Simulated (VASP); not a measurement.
Wanted: the native input for a VASP 6.6.1 run.

```yaml
Task: single point
Functional: PBE
Potentials_or_basis: VASP PAW PBE potentials, release 64 (Co, Si)
Cutoff: 520 eV
k_mesh: 14 × 14 × 14
Occupations: fermi-dirac, width 0.03 eV
Spin: collinear spin, ferromagnetic start
Starting_moments: "[2.0, 0.0] μB"
Dipole_correction: no
Further_INCAR_settings: ALGO = Normal; EDIFF = 1e-07; NBANDS = 18
```

The structure of CoSi lies in POSCAR:

```
CoSi
1.0
    2.7341836370      0.0000000000      0.0000000000
    0.0000000000      2.7341836370      0.0000000000
    0.0000000000      0.0000000000      2.7341836370
Co Si
1 1
Direct
    0.0000000000      0.0000000000      0.0000000000
    0.5000000000      0.5000000000      0.5000000000
```

The input as run:

INCAR

```
SYSTEM = CoSi
  ALGO = Normal
  EDIFF = 1E-7
  ENCUT = 520
  GGA = PE
  ISIF = 2
  ISMEAR = -1
  ISPIN = 2
  LASPH = .TRUE.
  LCHARG = .FALSE.
  LMAXMIX = 4
  LORBIT = 11
  LREAL = .FALSE.
  LWAVE = .FALSE.
  MAGMOM = 2 0
  NBANDS = 18
  NELM = 150
  PREC = Accurate
  SIGMA = 0.03
```

KPOINTS

```
k-points
0
G
  14 14 14
  0 0 0
```

Potentials or basis: VASP PAW PBE potentials, release 64 (Co, Si).

The run is started by

```console
$ cat potpaw_PBE.64/Co/POTCAR potpaw_PBE.64/Si/POTCAR > POTCAR
$ mpirun -np 1 vasp_std > vasp.out
```

Results of the run:

```
Pressure                                              : 12.6 GPa
Net moment                                            : 0.54 μB per cell
Site moments                                          : Co +0.52; Si +0.02 μB
Valence electrons inside the program's atomic spheres : Co 8.74; Si 1.60
```

Caveat: the cell stands under pressure.

Wall time 29 s on 1 thread of Intel(R) Xeon(R) 6975P-C (Granite Rapids), on a shared host, peak memory 0.18 GiB.
